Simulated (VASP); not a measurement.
# PbF2 (Fm-3m) in VASP: a series of runs, part 3 of 3

VASP 6.6.1. Earlier steps stand in the parts before.

## 4. Single point, r2SCAN

This run uses another cell than the first one, of 17.30 Å³/atom.

Contents of POSCAR:

```
PbF2
1.0
    0.0000000000      2.9606022686      2.9606022686
    2.9606022686      0.0000000000      2.9606022686
    2.9606022686      2.9606022686      0.0000000000
Pb F
1 2
Direct
    0.0000000000      0.0000000000      0.0000000000
    0.2500000000      0.2500000000      0.2500000000
    0.7500000000      0.7500000000      0.7500000000
```

Contents of INCAR.step1:

```
SYSTEM = PbF2
ALGO = Normal
EDIFF = 1E-4
ENCUT = 520
GGA = PE
ISMEAR = 0
LASPH = .True.
LCHARG = .False.
LREAL = .False.
LWAVE = .True.
NBANDS = 21
NELM = 60
PREC = Accurate
SIGMA = 0.02
```

Contents of INCAR.step2:

```
SYSTEM = PbF2
ALGO = Normal
EDIFF = 1E-7
ENCUT = 520
ISIF = 2
ISMEAR = 0
ISTART = 1
LASPH = .True.
LCHARG = .True.
LELF = .True.
LMIXTAU = .True.
LREAL = .False.
LVHAR = .True.
LWAVE = .False.
METAGGA = R2SCAN
NBANDS = 21
NELM = 60
PREC = Accurate
SIGMA = 0.02
```

Contents of KPOINTS:

```
k-points
0
Gamma
  8 8 8
  0 0 0
```

Potentials or basis: VASP PAW PBE potentials, release 64 (Pb_d, F).

On the command line:

```console
> cat potpaw_PBE.64/Pb_d/POTCAR potpaw_PBE.64/F/POTCAR > POTCAR
> cp INCAR.step1 INCAR
> mpirun -np 1 vasp_std > vasp.out
> cp INCAR.step2 INCAR
> mpirun -np 1 vasp_std > vasp.out
```

OUTCAR:

```text
SYSTEM = PbF2
   EDIFF = 1E-7
   ENCUT = 520
   ISIF = 2
   ISMEAR = 0
   ISTART = 1
   LASPH = .True.
   LREAL = .False.
   METAGGA = R2SCAN
   NELM = 60
   PREC = Accurate

 ion  position               nearest neighbor table
   1  0.000  0.000  0.000-   3 2.56   3 2.56   3 2.56   2 2.56   2 2.56   2 2.56   3 2.56   2 2.56

   2  0.250  0.250  0.250-   1 2.56   1 2.56   1 2.56   1 2.56
   3  0.750  0.750  0.750-   1 2.56   1 2.56   1 2.56   1 2.56

  LATTYP: Found a face centered cubic cell.
 ALAT       =     5.9212045372

  Lattice vectors:

 A1 = (   0.0000000000,   2.9606022686,   2.9606022686)
 A2 = (   2.9606022686,   0.0000000000,   2.9606022686)
 A3 = (   2.9606022686,   2.9606022686,   0.0000000000)

Analysis of symmetry for initial positions (statically):
=====================================================================
 Subroutine PRICEL returns:
 Original cell was already a primitive cell.

 Routine SETGRP: Setting up the symmetry group for a
 face centered cubic supercell.

 Subroutine GETGRP returns: Found 48 space group operations
 (whereof 48 operations were pure point group operations)
 out of a pool of 48 trial point group operations.

The static configuration has the point symmetry O_h .

Analysis of symmetry for dynamics (positions and initial velocities):
=====================================================================
 Subroutine PRICEL returns:
 Original cell was already a primitive cell.

 Routine SETGRP: Setting up the symmetry group for a
 face centered cubic supercell.

 Subroutine GETGRP returns: Found 48 space group operations
 (whereof 48 operations were pure point group operations)
 out of a pool of 48 trial point group operations.

The dynamic configuration has the point symmetry O_h .

 Subroutine INISYM returns: Found 48 space group operations
 (whereof 48 operations are pure point group operations),
 and found     1 'primitive' translations

----------------------------------------------------------------------------------------

                                     Primitive cell

  volume of cell :      51.9003

  direct lattice vectors                    reciprocal lattice vectors
     0.000000000  2.960602269  2.960602269    -0.168884556  0.168884556  0.168884556
     2.960602269  0.000000000  2.960602269     0.168884556 -0.168884556  0.168884556
     2.960602269  2.960602269  0.000000000     0.168884556  0.168884556 -0.168884556

  length of vectors
     4.186923881  4.186923881  4.186923881     0.292516632  0.292516632  0.292516632

  position of ions in fractional coordinates (direct lattice)
     0.000000000  0.000000000  0.000000000
     0.250000000  0.250000000  0.250000000
     0.750000000  0.750000000  0.750000000

  ion indices of the primitive-cell ions
   primitive index   ion index
                 1           1
                 2           2
                 3           3

----------------------------------------------------------------------------------------

 KPOINTS: k-points

Automatic generation of k-mesh.
 Grid dimensions read from file:
 generate k-points for:    8    8    8

 Generating k-lattice:

  Cartesian coordinates                     Fractional coordinates (reciprocal lattice)
    -0.021110570  0.021110570  0.021110570     0.125000000  0.000000000  0.000000000
     0.021110570 -0.021110570  0.021110570     0.000000000  0.125000000  0.000000000
     0.021110570  0.021110570 -0.021110570     0.000000000  0.000000000  0.125000000

  Length of vectors
     0.036564579  0.036564579  0.036564579

  Shift w.r.t. Gamma in fractional coordinates (k-lattice)
     0.000000000  0.000000000  0.000000000

 Subroutine IBZKPT returns following result:
 ===========================================

 Found     29 irreducible k-points:

 Following reciprocal coordinates:
            Coordinates               Weight
  0.000000  0.000000  0.000000      1.000000
  0.125000  0.000000  0.000000      8.000000
  0.250000  0.000000  0.000000      8.000000
  0.375000  0.000000  0.000000      8.000000
  0.500000  0.000000  0.000000      4.000000
  0.125000  0.125000  0.000000      6.000000
[... 16 lines left out ...]
  0.500000  0.250000  0.125000     48.000000
 -0.375000  0.250000  0.125000     24.000000
 [... further k-points ...]
   k-points           NKPTS =     29   k-points in BZ     NKDIM =     29   number of bands    NBANDS=     21
   number of dos      NEDOS =    301   number of ions     NIONS =      3
   total plane-waves  NPLWV =  32768
   dimension x,y,z NGX =    32 NGY =   32 NGZ =   32
   dimension x,y,z NGXF=    64 NGYF=   64 NGZF=   64
   ions per type =               1   2
   NGX,Y,Z   is equivalent  to a cutoff of  12.71, 12.71, 12.71 a.u.
   NGXF,Y,Z  is equivalent  to a cutoff of  25.41, 25.41, 25.41 a.u.
 SYSTEM =  PbF2
   PREC   = accura    normal or accurate (medium, high low for compatibility)
   ISTART =      1    job   : 0-new  1-cont  2-samecut
   ICHARG =      0    charge: 1-file 2-atom 10-const
   ISPIN  =      1    spin polarized calculation?
   LNONCOLLINEAR =      F non collinear calculations
   LSORBIT =      F    spin-orbit coupling
   LASPH  =      T    aspherical Exc in radial PAW
   ENCUT  =  520.0 eV  38.22 Ry    6.18 a.u.   7.78  7.78  7.78*2*pi/ulx,y,z
   NELM   =     60;   NELMIN=  2; NELMDL=  0     # of ELM steps
   EDIFF  = 0.1E-06   stopping-criterion for ELM
   LREAL  =      F    real-space projection
   EDIFFG = 0.1E-05   stopping-criterion for IOM
   NSW    =      0    number of steps for IOM
   IBRION =     -1    ionic relax: 0-MD 1-quasi-New 2-CG
   NFREE  =      0    steps in history (QN), initial steepest desc. (CG)
   ISIF   =      2    stress and relaxation
   ISYM   =      2    0-nonsym 1-usesym 2-fastsym
   POTIM  = 0.5000    time-step for ionic-motion
   TEBEG  =    0.0;   TEEND  =   0.0 temperature during run
   PSTRESS=    0.0 pullay stress
   NELECT =      28.0000    total number of electrons
   NUPDOWN=      -1.0000    fix difference up-down
   EMIN   =  10.00;   EMAX   =-10.00  energy-range for DOS
   EFERMI =   0.00;   METHOD = LEGACY
   ISMEAR =     0;   SIGMA  =   0.02  broadening in eV -4-tet -1-fermi 0-gaus
   EFERMI_NEDOS =   21; number of points for ismear=-14 and -15
   IALGO  =     38    algorithm
   IMIX   =      4    mixing-type and parameters
     AMIX     =   0.40;   BMIX     =  1.00
     AMIX_MAG =   1.60;   BMIX_MAG =  1.00
  volume/ion in A,a.u.               =      17.30       116.75
  Fermi-wavevector in a.u.,A,eV,Ry     =   1.332715  2.518467 24.165723  1.776131
  Thomas-Fermi vector in A             =   2.461629
   LORBIT       =      0    0 simple, 1 ext, 2 COOP (PROOUT), +10 PAW based schemes
   METAGGA = R2SCAN    functional components
   LHFCALC =     F    Hartree Fock is set to
   AEXX    =    0.0000 exact exchange contribution
   IVDW    =     0    specifies the selected vdW correction
   LEPSILON=     F    determine dielectric tensor
   LRPA    =     F    only Hartree local field effects (RPA)
 non-spin polarized calculation
 Gauss-broadening in eV      SIGMA  =   0.02
  energy-cutoff  :      520.00
  volume of cell :       51.90
 maximum number of plane-waves:      1411
   NGX = 15   NGY = 15   NGZ = 15

 number of electron      28.0000003 magnetization

 Free energy of the ion-electron system (eV)
  ---------------------------------------------------
  ext. energy  EPLUGINS =         0.00000000
  ---------------------------------------------------
  free energy    TOTEN  =       -70.16179130 eV

  energy without entropy =      -70.16179130  energy(sigma->0) =      -70.16179130

 E-fermi :   1.7359     XC(G=0): -10.0265

 val. band max:        1.5487817723   @ k =  -0.2500   0.5000   0.2500
 cond. band min:       6.4799040044   @ k =   0.5000   0.5000   0.0000
 fundamental gap:      4.9311222322
 Fermi energy:         1.7359379588

 k-point     1 :       0.0000    0.0000    0.0000
  band No.  band energies     occupation
      1     -20.8643      2.00000
      2     -20.2693      2.00000
      3     -13.3219      2.00000
      4     -13.3219      2.00000
      5     -13.3219      2.00000
      6     -13.2706      2.00000
[... 13 lines left out ...]
     20      17.4715      0.00000
     21      19.8232      0.00000
[... 529 lines left out ...]
 k-point    24 :      -0.3750    0.2500    0.1250
  band No.  band energies     occupation
      1     -20.5656      2.00000
      2     -20.5335      2.00000
      3     -13.2918      2.00000
      4     -13.2830      2.00000
      5     -13.2436      2.00000
      6     -13.2132      2.00000
[... 13 lines left out ...]
     20      18.3820      0.00000
     21      18.7649      0.00000

 [... further k-points ...]
[... 5 lines left out ...]
  --------------------------------------------------------------------------------------
  -------------------------------------------------------------------------------------
  Total       -0.0271989     -0.0271989     -0.0271989      0.0000000      0.0000000      0.0000000
  in kB       -0.8396370     -0.8396370     -0.8396370      0.0000000      0.0000000      0.0000000
  external PRESSURE =      -0.8396370 kB  Pullay stress =       0.0000000 kB

 VOLUME and BASIS-vectors are now :
 -----------------------------------------------------------------------------
  energy-cutoff  :      520.00
  volume of cell :       51.90
      direct lattice vectors                 reciprocal lattice vectors
     0.000000000  2.960602269  2.960602269    -0.168884556  0.168884556  0.168884556
     2.960602269  0.000000000  2.960602269     0.168884556 -0.168884556  0.168884556
     2.960602269  2.960602269  0.000000000     0.168884556  0.168884556 -0.168884556

 POSITION                                       TOTAL-FORCE (eV/Angst)
 -----------------------------------------------------------------------------------
      0.00000      0.00000      0.00000         0.000000      0.000000      0.000000
      1.48030      1.48030      1.48030         0.000000     -0.000000     -0.000000
      4.44090      4.44090      4.44090        -0.000000      0.000000      0.000000
 -----------------------------------------------------------------------------------
    total drift:                                0.000000     -0.000000      0.000000

  FREE ENERGIE OF THE ION-ELECTRON SYSTEM (eV)
  ---------------------------------------------------
  free  energy   TOTEN  =       -70.1617913012 eV

  energy  without entropy=      -70.1617913012  energy(sigma->0) =      -70.16179130
```

Run time: 45 s. Hardware: 1 thread of Intel Xeon 6975P-C (Granite Rapids), shared host; peak memory 0.2 GiB.

What came out:

| Quantity | Value |
| --- | --- |
| Free energy | -70.1618 eV |
| Pressure | -0.1 GPa |
| Band gap on the k mesh | 4.93 eV (least direct gap 5.08 eV) |

Caveat: the PAW data sets were made with another functional, which shifts forces and pressure a little; spin-orbit coupling is left out, which moves the levels of the heavy elements. A k mesh can miss the band edges.

## 5. Single point, r2SCAN

This run uses another cell than the first one, of 17.30 Å³/atom.

POSCAR is that of step 4.

Contents of INCAR.step1:

```
  PREC = Accurate
  ENCUT = 520
  ISMEAR = 0
  SIGMA = 0.02
  LREAL = False
  LASPH = True
  NELM = 100
  NBANDS = 21
  GGA = PE
  ALGO = Normal
  EDIFF = 1E-4
  LWAVE = True
  LCHARG = False
```

Contents of INCAR.step2:

```
  PREC = Accurate
  ENCUT = 520
  EDIFF = 1E-7
  ISMEAR = 0
  SIGMA = 0.02
  LREAL = False
  LASPH = True
  NELM = 100
  ALGO = Normal
  ISIF = 2
  LWAVE = False
  LCHARG = False
  METAGGA = R2SCAN
  LMIXTAU = True
  NBANDS = 21
  ISTART = 1
```

Contents of KPOINTS:

```
Automatic mesh
0
Gamma
  8 8 8
```

On the command line:

```console
> cat potpaw_PBE.64/Pb_d/POTCAR potpaw_PBE.64/F/POTCAR > POTCAR
> cp INCAR.step1 INCAR
> mpirun -np 1 vasp_std > vasp.out
> cp INCAR.step2 INCAR
> mpirun -np 1 vasp_std > vasp.out
```

It took 44 s on 1 thread of Intel Xeon 6975P-C (Granite Rapids), shared host; peak memory 0.2 GiB.

Results (log left out):

```yaml
Free_energy: -70.1618 eV
Pressure: -0.1 GPa
Band_gap_on_the_k_mesh: 4.93 eV (least direct gap 5.08 eV)
```

Levels at points of the mesh, in eV from the valence-band top:
| k point | band 11 | band 12 | band 13 | band 14 | band 15 | band 16 | band 17 | band 18 |
| --- | --- | --- | --- | --- | --- | --- | --- | --- |
| (0.00, 0.00, 0.00) | -2.67 | -2.16 | -2.16 | -2.16 | 7.30 | 7.30 | 7.30 | 10.69 |
| (0.50, 0.00, 0.00) | -2.85 | -2.34 | -2.34 | -0.06 | 5.38 | 8.25 | 8.25 | 13.45 |
| (0.50, 0.50, 0.00) | -1.75 | -1.75 | -1.75 | -0.14 | 4.93 | 8.46 | 8.46 | 9.07 |

Caveat: the PAW data sets were made with another functional, which shifts forces and pressure a little; spin-orbit coupling is left out, which moves the levels of the heavy elements.

## 6. Summary

```tsv
cell	gap on the mesh (eV)	pressure (GPa)
a = 4.101 Å, angles 60.0°, 3 atoms	4.90	5.5
a = 4.145 Å, angles 60.0°, 3 atoms	4.92	2.5
a = 4.187 Å, angles 60.0°, 3 atoms	4.93	-0.1
```

Alike in all rows: task single point; level r2SCAN; potentials or basis VASP PAW PBE potentials, release 64 (Pb_d, F); no spin polarisation; k mesh 8 × 8 × 8; cutoff (eV) 520; smearing gaussian 0.02 eV.

Caveats: the PAW data sets were made with another functional, which shifts forces and pressure a little; spin-orbit coupling is left out, which moves the levels of the heavy elements; the cell stands under pressure (at least some runs).

Absolute energies hang on the potentials; compare differences alone.
